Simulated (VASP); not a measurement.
Set up this calculation in VASP 6.6.1, as the native input.

```yaml
Task: single point
Functional: PBEsol
Potentials_or_basis: VASP PAW PBE potentials, release 64 (Mg, O)
Cutoff: 520 eV
k_mesh: 9 × 9 × 6
Occupations: gaussian, width 0.05 eV
Spin: no spin polarisation
Dipole_correction: no
Further_INCAR_settings: ALGO = Normal; EDIFF = 1e-06; NBANDS = 16
```

The structure of MgO lies in POSCAR:

```
MgO
1.0
    3.6695000000      0.0000000000      0.0000000000
   -1.8347500000      3.1778802192      0.0000000000
    0.0000000000      0.0000000000      3.9850000000
Mg O
2 2
Direct
    0.6666666667      0.3333333333      0.7500000000
    0.3333333333      0.6666666667      0.2500000000
    0.6666666667      0.3333333333      0.2500000000
    0.3333333333      0.6666666667      0.7500000000
```

One way to write it, as run:

INCAR

```
SYSTEM = MgO
PREC = Accurate ; ENCUT = 520
EDIFF = 1E-6 ; ISMEAR = 0
SIGMA = 0.05 ; LREAL = .False.
LASPH = .True. ; NELM = 100
ALGO = Normal ; ISIF = 2
LWAVE = .False. ; LCHARG = .False.
GGA = PS ; NBANDS = 16
```

KPOINTS

```
regular mesh
0
Gamma
  9 9 6
  0 0 0
```

Potentials or basis: VASP PAW PBE potentials, release 64 (Mg, O).

Launch:

```sh
$ cat potpaw_PBE.64/Mg/POTCAR potpaw_PBE.64/O/POTCAR > POTCAR
$ mpirun -np 1 vasp_std > vasp.out
```

Results of the run:

```yaml
Pressure: -2.8 GPa
Band_gap_on_the_k_mesh: 3.20 eV, direct
```

Caveat: the PAW data sets were made with another functional, which shifts forces and pressure a little.

Wall time 33 s on 1 thread of Intel(R) Xeon(R) Platinum 8488C (Sapphire Rapids), with other jobs on the host, peak memory 0.17 GiB.
